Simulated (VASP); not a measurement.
# NaLi26F27 (a cell with a defect) in VASP: single point with PBE

Aim: the single point of NaLi26F27 (a cell with a defect) with PBE.

Everything below comes from runs of VASP 6.6.1. Logs are shortened: lines on timing, memory, paths and dates and some standing lists are left out, and cuts for length are marked.

## 1. The cell of the first run

The cell holds a defect, 54 atoms: a = 8.545 Å, b = 8.545 Å, c = 8.545 Å, α = 60.00°, β = 60.00°, γ = 60.00°.

## 2. Single point, PBE

File INCAR:

```
PREC = Accurate
ENCUT = 520
EDIFF = 1E-6
ISMEAR = -1
SIGMA = 0.01
LREAL = Auto
LASPH = True
NELM = 60
ALGO = Normal
ISIF = 2
LWAVE = False
LCHARG = False
GGA = PE
NBANDS = 170
```

File KPOINTS:

```
regular mesh
0
Gamma
  3 3 3
```

File POSCAR:

```
NaLi26F27
1.0
    0.0000000000      6.0420000000      6.0420000000
    6.0420000000      0.0000000000      6.0420000000
    6.0420000000      6.0420000000      0.0000000000
Na Li F
1 26 27
Direct
    0.0000000000      0.0000000000      0.0000000000
    0.0000000000      0.0000000000      0.3375203324
    0.0000000000      0.0000000000      0.6624796676
    0.0000000000      0.3375203324      0.0000000000
   -0.0009552249      0.3336517416      0.3336517416
    0.0000000000      0.3375203324      0.6624796676
    0.0000000000      0.6624796676      0.0000000000
    0.0000000000      0.6624796676      0.3375203324
    0.0009552249      0.6663482584      0.6663482584
    0.3375203324      0.0000000000      0.0000000000
    0.3336517416     -0.0009552249      0.3336517416
    0.3375203324      0.0000000000      0.6624796676
    0.3336517416      0.3336517416     -0.0009552249
    0.3336517416      0.3336517416      0.3336517416
    0.3343912785      0.3343912785      0.6656087215
    0.3375203324      0.6624796676      0.0000000000
    0.3343912785      0.6656087215      0.3343912785
    0.3343912785      0.6656087215      0.6656087215
    0.6624796676      0.0000000000      0.0000000000
    0.6624796676      0.0000000000      0.3375203324
    0.6663482584      0.0009552249      0.6663482584
    0.6624796676      0.3375203324      0.0000000000
    0.6656087215      0.3343912785      0.3343912785
    0.6656087215      0.3343912785      0.6656087215
    0.6663482584      0.6663482584      0.0009552249
    0.6656087215      0.6656087215      0.3343912785
    0.6663482584      0.6663482584      0.6663482584
    0.1665336699      0.1665336699      0.1665336699
    0.1665336699      0.1665336699      0.5003989903
    0.1761711790      0.1761711790      0.8238288210
    0.1665336699      0.5003989903      0.1665336699
    0.1660221939      0.5000000000      0.5000000000
    0.1660221939      0.5000000000      0.8339778061
    0.1761711790      0.8238288210      0.1761711790
    0.1660221939      0.8339778061      0.5000000000
    0.1761711790      0.8238288210      0.8238288210
    0.5003989903      0.1665336699      0.1665336699
    0.5000000000      0.1660221939      0.5000000000
    0.5000000000      0.1660221939      0.8339778061
    0.5000000000      0.5000000000      0.1660221939
    0.5000000000      0.5000000000      0.5000000000
    0.5000000000      0.5000000000      0.8339778061
    0.5000000000      0.8339778061      0.1660221939
    0.5000000000      0.8339778061      0.5000000000
    0.4996010097      0.8334663301      0.8334663301
    0.8238288210      0.1761711790      0.1761711790
    0.8339778061      0.1660221939      0.5000000000
    0.8238288210      0.1761711790      0.8238288210
    0.8339778061      0.5000000000      0.1660221939
    0.8339778061      0.5000000000      0.5000000000
    0.8334663301      0.4996010097      0.8334663301
    0.8238288210      0.8238288210      0.1761711790
    0.8334663301      0.8334663301      0.4996010097
    0.8334663301      0.8334663301      0.8334663301
```

Potentials or basis: VASP PAW PBE potentials, release 64 (Na_pv, Li_sv, F).

Command:

```console
> cat potpaw_PBE.64/Na_pv/POTCAR potpaw_PBE.64/Li_sv/POTCAR potpaw_PBE.64/F/POTCAR > POTCAR
> mpirun -np 1 vasp_std > vasp.out
```

OUTCAR:

```text
PREC = Accurate
   ENCUT = 520
   EDIFF = 1E-6
   ISMEAR = -1
   LREAL = Auto
   LASPH = True
   NELM = 60
   ISIF = 2
   GGA = PE

 ion  position               nearest neighbor table
   1  0.000  0.000  0.000-  30 2.13  34 2.13  36 2.13  46 2.13  48 2.13  52 2.13
   2  0.000  0.000  0.338-  35 1.98  47 1.98  53 2.01  28 2.01  34 2.04  46 2.04
   3  0.000  0.000  0.662-  35 1.98  47 1.98  29 2.01  54 2.01  48 2.04  36 2.04
   4  0.000  0.338  0.000-  33 1.98  49 1.98  51 2.01  28 2.01  30 2.04  46 2.04
   5  0.999  0.334  0.334-  47 2.01  49 2.01  50 2.01  28 2.02  31 2.02  29 2.02
   6  0.000  0.338  0.662-  32 1.98  50 1.98  29 2.01  51 2.01  30 2.04  48 2.04
[... 46 lines left out ...]
  53  0.833  0.833  0.500-   2 2.01   8 2.01  20 2.01  27 2.02  21 2.02   9 2.02
  54  0.833  0.833  0.833-   3 2.01   7 2.01  19 2.01  25 2.02  21 2.02   9 2.02

  LATTYP: Found a face centered cubic cell.
 ALAT       =    12.0840000000

  Lattice vectors:

 A1 = (   0.0000000000,   6.0420000000,   6.0420000000)
 A2 = (   6.0420000000,   0.0000000000,   6.0420000000)
 A3 = (   6.0420000000,   6.0420000000,   0.0000000000)

Analysis of symmetry for initial positions (statically):
=====================================================================
 Subroutine PRICEL returns:
 Original cell was already a primitive cell.

 Routine SETGRP: Setting up the symmetry group for a
 face centered cubic supercell.

 Subroutine GETGRP returns: Found 48 space group operations
 (whereof 48 operations were pure point group operations)
 out of a pool of 48 trial point group operations.

The static configuration has the point symmetry O_h .

Analysis of symmetry for dynamics (positions and initial velocities):
=====================================================================
 Subroutine PRICEL returns:
 Original cell was already a primitive cell.

 Routine SETGRP: Setting up the symmetry group for a
 face centered cubic supercell.

 Subroutine GETGRP returns: Found 48 space group operations
 (whereof 48 operations were pure point group operations)
 out of a pool of 48 trial point group operations.

The dynamic configuration has the point symmetry O_h .

 Subroutine INISYM returns: Found 48 space group operations
 (whereof 48 operations are pure point group operations),
 and found     1 'primitive' translations

----------------------------------------------------------------------------------------

                                     Primitive cell

  volume of cell :     441.1357

  direct lattice vectors                    reciprocal lattice vectors
     0.000000000  6.042000000  6.042000000    -0.082754055  0.082754055  0.082754055
     6.042000000  0.000000000  6.042000000     0.082754055 -0.082754055  0.082754055
     6.042000000  6.042000000  0.000000000     0.082754055  0.082754055 -0.082754055

  length of vectors
     8.544678344  8.544678344  8.544678344     0.143334228  0.143334228  0.143334228

  position of ions in fractional coordinates (direct lattice)
     0.000000000  0.000000000  0.000000000
     0.000000000  0.000000000  0.337520332
     0.000000000  0.000000000  0.662479668
     0.000000000  0.337520332  0.000000000
     0.999044775  0.333651742  0.333651742
     0.000000000  0.337520332  0.662479668
[... 46 lines left out ...]
     0.833466330  0.833466330  0.499601010
     0.833466330  0.833466330  0.833466330

  ion indices of the primitive-cell ions
   primitive index   ion index
                 1           1
                 2           2
                 3           3
                 4           4
                 5           5
                 6           6
[... 46 lines left out ...]
                53          53
                54          54

----------------------------------------------------------------------------------------

 KPOINTS: regular mesh

Automatic generation of k-mesh.
 Grid dimensions read from file:
 generate k-points for:    3    3    3

 Generating k-lattice:

  Cartesian coordinates                     Fractional coordinates (reciprocal lattice)
    -0.027584685  0.027584685  0.027584685     0.333333333  0.000000000  0.000000000
     0.027584685 -0.027584685  0.027584685     0.000000000  0.333333333  0.000000000
     0.027584685  0.027584685 -0.027584685     0.000000000  0.000000000  0.333333333

  Length of vectors
     0.047778076  0.047778076  0.047778076

  Shift w.r.t. Gamma in fractional coordinates (k-lattice)
     0.000000000  0.000000000  0.000000000

 Subroutine IBZKPT returns following result:
 ===========================================

 Found      4 irreducible k-points:

 Following reciprocal coordinates:
            Coordinates               Weight
  0.000000  0.000000  0.000000      1.000000
  0.333333  0.000000  0.000000      8.000000
  0.333333  0.333333  0.000000      6.000000
 -0.333333  0.333333  0.000000     12.000000
   k-points           NKPTS =      4   k-points in BZ     NKDIM =      4   number of bands    NBANDS=    170
   number of dos      NEDOS =    301   number of ions     NIONS =     54
   total plane-waves  NPLWV = 262144
   dimension x,y,z NGX =    64 NGY =   64 NGZ =   64
   dimension x,y,z NGXF=   128 NGYF=  128 NGZF=  128
   ions per type =               1  26  27
   NGX,Y,Z   is equivalent  to a cutoff of  12.45, 12.45, 12.45 a.u.
   NGXF,Y,Z  is equivalent  to a cutoff of  24.90, 24.90, 24.90 a.u.
 SYSTEM =  unknown system
   PREC   = accura    normal or accurate (medium, high low for compatibility)
   ISTART =      0    job   : 0-new  1-cont  2-samecut
   ICHARG =      2    charge: 1-file 2-atom 10-const
   ISPIN  =      1    spin polarized calculation?
   LNONCOLLINEAR =      F non collinear calculations
   LSORBIT =      F    spin-orbit coupling
   LASPH  =      T    aspherical Exc in radial PAW
   ENCUT  =  520.0 eV  38.22 Ry    6.18 a.u.  15.89 15.89 15.89*2*pi/ulx,y,z
   NELM   =     60;   NELMIN=  2; NELMDL= -5     # of ELM steps
   EDIFF  = 0.1E-05   stopping-criterion for ELM
   LREAL  =      T    real-space projection
   EDIFFG = 0.1E-04   stopping-criterion for IOM
   NSW    =      0    number of steps for IOM
[... 5 lines left out ...]
   TEBEG  =    0.0;   TEEND  =   0.0 temperature during run
   PSTRESS=    0.0 pullay stress
   NELECT =     274.0000    total number of electrons
   NUPDOWN=      -1.0000    fix difference up-down
   EMIN   =  10.00;   EMAX   =-10.00  energy-range for DOS
   EFERMI =   0.00;   METHOD = LEGACY
   ISMEAR =    -1;   SIGMA  =   0.01  broadening in eV -4-tet -1-fermi 0-gaus
   EFERMI_NEDOS =   21; number of points for ismear=-14 and -15
   IALGO  =     38    algorithm
   IMIX   =      4    mixing-type and parameters
     AMIX     =   0.40;   BMIX     =  1.00
     AMIX_MAG =   1.60;   BMIX_MAG =  1.00
  volume/ion in A,a.u.               =       8.17        55.13
  Fermi-wavevector in a.u.,A,eV,Ry     =   1.396800  2.639570 26.545659  1.951051
  Thomas-Fermi vector in A             =   2.520119
   LORBIT       =      0    0 simple, 1 ext, 2 COOP (PROOUT), +10 PAW based schemes
   GGA     = PE    functional components
   LHFCALC =     F    Hartree Fock is set to
   AEXX    =    0.0000 exact exchange contribution
   IVDW    =     0    specifies the selected vdW correction
   LEPSILON=     F    determine dielectric tensor
   LRPA    =     F    only Hartree local field effects (RPA)
 non-spin polarized calculation
  energy-cutoff  :      520.00
  volume of cell :      441.14
 maximum number of plane-waves:     11935
   NGX = 31   NGY = 31   NGZ = 31

 number of electron     274.0000023 magnetization

 Free energy of the ion-electron system (eV)
  ---------------------------------------------------
  ext. energy  EPLUGINS =         0.00000000
  ---------------------------------------------------
  free energy    TOTEN  =      -258.47298912 eV

  energy without entropy =     -258.47298912  energy(sigma->0) =     -258.47298912

 E-fermi :  -0.5943     XC(G=0): -10.0341

 val. band max:       -0.9498234049   @ k =   0.0000   0.0000   0.0000
 cond. band min:       8.0935372424   @ k =   0.0000   0.0000   0.0000
 fundamental gap:      9.0433606472
 Fermi energy:        -0.5942577836

 k-point     1 :       0.0000    0.0000    0.0000
  band No.  band energies     occupation
      1     -41.8903      2.00000
      2     -41.8636      2.00000
      3     -41.8581      2.00000
      4     -41.8581      2.00000
      5     -41.8581      2.00000
      6     -41.8477      2.00000
[... 141 lines left out ...]
    148      11.8694      0.00000
    149      11.8694      0.00000

 k-point     2 :       0.3333    0.0000    0.0000
  band No.  band energies     occupation
      1     -41.8850      2.00000
      2     -41.8728      2.00000
      3     -41.8564      2.00000
      4     -41.8564      2.00000
      5     -41.8539      2.00000
      6     -41.8514      2.00000
[... 141 lines left out ...]
    148      10.9990      0.00000
    149      10.9990      0.00000

 k-point     3 :       0.3333    0.3333    0.0000
  band No.  band energies     occupation
      1     -41.8838      2.00000
      2     -41.8700      2.00000
      3     -41.8602      2.00000
      4     -41.8602      2.00000
      5     -41.8596      2.00000
      6     -41.8487      2.00000
[... 141 lines left out ...]
    148      11.5386      0.00000
    149      11.6583      0.00000

 k-point     4 :      -0.3333    0.3333    0.0000
  band No.  band energies     occupation
      1     -41.8780      2.00000
      2     -41.8773      2.00000
      3     -41.8630      2.00000
      4     -41.8582      2.00000
      5     -41.8565      2.00000
      6     -41.8501      2.00000
[... 141 lines left out ...]
    148      10.9476      0.00000
    149      11.0006      0.00000
 [bands above 149 left out]

------------------------ aborting loop because EDIFF is reached ----------------------------------------

  FORCE on cell =-STRESS in cart. coord.  units (eV):
  Direction    XX          YY          ZZ          XY          YZ          ZX
  --------------------------------------------------------------------------------------
  -------------------------------------------------------------------------------------
  Total        9.4073780      9.4073780      9.4073780     -0.0000000      0.0000000      0.0000000
  in kB       34.1670136     34.1670136     34.1670136     -0.0000000      0.0000000      0.0000000
  external PRESSURE =      34.1670136 kB  Pullay stress =       0.0000000 kB

 VOLUME and BASIS-vectors are now :
 -----------------------------------------------------------------------------
  energy-cutoff  :      520.00
  volume of cell :      441.14
      direct lattice vectors                 reciprocal lattice vectors
     0.000000000  6.042000000  6.042000000    -0.082754055  0.082754055  0.082754055
     6.042000000  0.000000000  6.042000000     0.082754055 -0.082754055  0.082754055
     6.042000000  6.042000000  0.000000000     0.082754055  0.082754055 -0.082754055

 POSITION                                       TOTAL-FORCE (eV/Angst)
 -----------------------------------------------------------------------------------
      0.00000      0.00000      0.00000         0.000000      0.000000     -0.000000
      2.03930      2.03930      0.00000        -0.018276     -0.018276     -0.000000
      4.00270      4.00270      0.00000         0.018276      0.018276     -0.000000
      2.03930      0.00000      2.03930        -0.018276      0.000000     -0.018276
      4.03185      8.05215      8.05215        -0.008439      0.008439      0.008439
      6.04200      4.00270      2.03930         0.000000      0.018276     -0.018276
[... 46 lines left out ...]
      8.05439      8.05439     10.07161         0.005873      0.005873     -0.005873
     10.07161     10.07161     10.07161        -0.005873     -0.005873     -0.005873
 -----------------------------------------------------------------------------------
    total drift:                                0.000000      0.000000     -0.000000

  FREE ENERGIE OF THE ION-ELECTRON SYSTEM (eV)
  ---------------------------------------------------
  free  energy   TOTEN  =      -258.4729891196 eV

  energy  without entropy=     -258.4729891196  energy(sigma->0) =     -258.47298912
```

Wall time 46 min (1 thread of Intel Xeon 8259CL, shared host); peak memory 0.65 GiB.

Results:

```yaml
Free_energy: -258.4730 eV
Largest_force: 0.037 eV/Å
Band_gap_on_the_k_mesh: 9.04 eV
```

Forces in eV/Å, atoms in the order of the input:
```
Na   0.000  0.000  0.000
Li  -0.018 -0.018  0.000
Li   0.018  0.018  0.000
Li  -0.018  0.000 -0.018
Li  -0.008  0.008  0.008
Li   0.000  0.018 -0.018
Li   0.018  0.000  0.018
Li   0.000 -0.018  0.018
Li   0.008 -0.008 -0.008
Li   0.000 -0.018 -0.018
Li   0.008 -0.008  0.008
Li   0.018  0.000 -0.018
Li   0.008  0.008 -0.008
Li  -0.008 -0.008 -0.008
Li   0.000  0.000 -0.017
Li   0.018 -0.018  0.000
Li   0.000 -0.017  0.000
Li   0.017  0.000  0.000
Li   0.000  0.018  0.018
Li  -0.018  0.000  0.018
Li  -0.008  0.008 -0.008
Li  -0.018  0.018  0.000
Li  -0.017  0.000  0.000
Li   0.000  0.017  0.000
Li  -0.008 -0.008  0.008
Li   0.000  0.000  0.017
Li   0.008  0.008  0.008
F    0.006  0.006  0.006
F   -0.006 -0.006  0.006
F    0.000  0.000  0.032
F   -0.006  0.006 -0.006
F    0.000  0.026  0.026
F   -0.026  0.000  0.026
F    0.000  0.032  0.000
F   -0.026  0.026  0.000
F   -0.032  0.000  0.000
F    0.006 -0.006 -0.006
F    0.026  0.000  0.026
F    0.000 -0.026  0.026
F    0.026  0.026  0.000
F    0.000  0.000  0.000
F   -0.026 -0.026  0.000
F    0.000  0.026 -0.026
F   -0.026  0.000 -0.026
F   -0.006  0.006  0.006
F    0.032  0.000  0.000
F    0.026 -0.026  0.000
F    0.000 -0.032  0.000
F    0.026  0.000 -0.026
F    0.000 -0.026 -0.026
F    0.006 -0.006  0.006
F    0.000  0.000 -0.032
F    0.006  0.006 -0.006
F   -0.006 -0.006 -0.006
```

Levels at points of the mesh, in eV from the valence-band top:
```tsv
k point	band 134	band 135	band 136	band 137	band 138	band 139	band 140	band 141
(0.00, 0.00, 0.00)	-0.15	0.00	0.00	0.00	9.04	10.40	10.64	10.75
```

Caveat: the cutoff is under 1.25 times the usual one of these potentials, so pressure, stress and relaxed cells hold a basis-set (Pulay) error.
